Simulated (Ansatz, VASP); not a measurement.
## Two plane-wave programs on Y

The input INCAR:

```
SYSTEM = Y
  PREC = Accurate
  ENCUT = 520
  EDIFF = 1E-6
  ISMEAR = 0
  SIGMA = 0.15
  LREAL = .FALSE.
  LASPH = .TRUE.
  NELM = 60
  ALGO = Fast
  ISIF = 2
  LWAVE = .FALSE.
  LCHARG = .FALSE.
  GGA = PS
  NBANDS = 18
```

The input KPOINTS:

```
regular mesh
0
G
  18 18 8
  0 0 0
```

File POSCAR:

```
Y
1.0
    3.6514992371      0.0000000000      0.0000000000
   -1.8257496185      3.1622911012      0.0000000000
    0.0000000000      0.0000000000      5.7474000000
Y
2
Direct
    0.3638784601      0.6890272514      0.2500000000
    0.6666666667      0.3333333333      0.7500000000
```

Input for Ansatz:

```yaml
crystal:
  lattice:
    - [3.6514992371, 0.0, 0.0]
    - [-1.8257496185, 3.1622911012, 0.0]
    - [0.0, 0.0, 5.7474]
  atoms:
    - { symbol: "Y", position: [0.3638784601, 0.6890272514, 0.25] }
    - { symbol: "Y", position: [0.6666666667, 0.3333333333, 0.75] }
basis:
  ecutwfc: 420
kpoints:
  mp_grid: { grid: [18, 18, 8] }
hamiltonian:
  xc: pbesol
scf:
  occupations: { method: gaussian, width: 0.15 }
output:
  forces: true
  stress: true
  eigenvalues: true
```

Alike in both runs: task single point; functional PBEsol; k mesh 18 × 18 × 8; occupations gaussian, width 0.15 eV; no spin polarisation.

|  | VASP | Ansatz |
| --- | --- | --- |
| version | VASP 6.6.1 | Ansatz 0.2.0 |
| potentials or method | VASP PAW PBE potentials, release 64 (Y_sv), cutoff 520 eV | scalar-relativistic, plane waves, PAW |
| valence electrons in the cell | 22 | 22 |

Ansatz gave:

* gap on the k mesh at the Fermi level (eV): none
* pressure (GPa): -2.2
* traceless stress, the component that is largest in VASP (GPa): -0.43
* rms of the force components (eV/Å): 0.066

Estimate VASP's values.

gap on the k mesh at the Fermi level (eV): none; pressure (GPa): -2.3; traceless stress, the component that is largest in VASP (GPa): -0.42; rms of the force components (eV/Å): 0.066.

VASP's potentials were made for PBE, not for PBEsol. Atom by atom the forces differ by 0.000 eV/Å (rms over components). A gap of «none» marks a metal or a gap that the smearing closes. With one functional, cell and mesh, what is left measures potentials, basis and numerics.
